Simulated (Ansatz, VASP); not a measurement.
# One calculation of CuO, two programs

```xyz
4
Lattice="2.3245 -1.7191 0.0000 2.3245 1.7191 0.0000 -0.7792 0.0000 5.1281" Properties=species:S:1:pos:R:3 pbc="T T T"
Cu    1.1623    0.8596    0.0000
Cu    0.7726   -0.8596    2.5641
O     2.1297   -0.2854    1.2820
O     1.7401    0.2854    3.8461
```

Alike in both runs: task single point; functional PBE; k mesh 7 × 7 × 4; occupations fermi-dirac, width 0.1 eV; collinear spin; Hubbard terms Cu d U = 4.0 eV.

|  | VASP | Ansatz |
| --- | --- | --- |
| version | VASP 6.6.1 | Ansatz 0.2.0 |
| potentials or method | VASP PAW PBE potentials, release 64 (Cu, O), cutoff 520 eV | PAW, plane waves, scalar-relativistic |
| valence electrons in the cell | 34 | 50 |

Ansatz gave:

* pressure (GPa): 5.6
* traceless stress, the component that is largest in VASP (GPa): -1.38
* rms of the force components (eV/Å): 0.095
* net moment per atom (μB): 0.00
* size of the moment on the site where the two differ most (μB): 0.53

Task: Estimate VASP's values.

Result: Pressure (GPa): 2.2; traceless stress, the component that is largest in VASP (GPa): -1.99; rms of the force components (eV/Å): 0.091; net moment per atom (μB): 0.00; size of the moment on the site where the two differ most (μB): 0.57.

Site moments also hang on the region over which each program counts them. The programs project onto different local orbitals, so the same U acts differently, and such runs can settle in different states. Atom by atom the forces differ by 0.003 eV/Å (rms over components). VASP's potentials hold 34 valence electrons a cell and Ansatz's 50, so a difference there can come from the potentials and not from the codes.
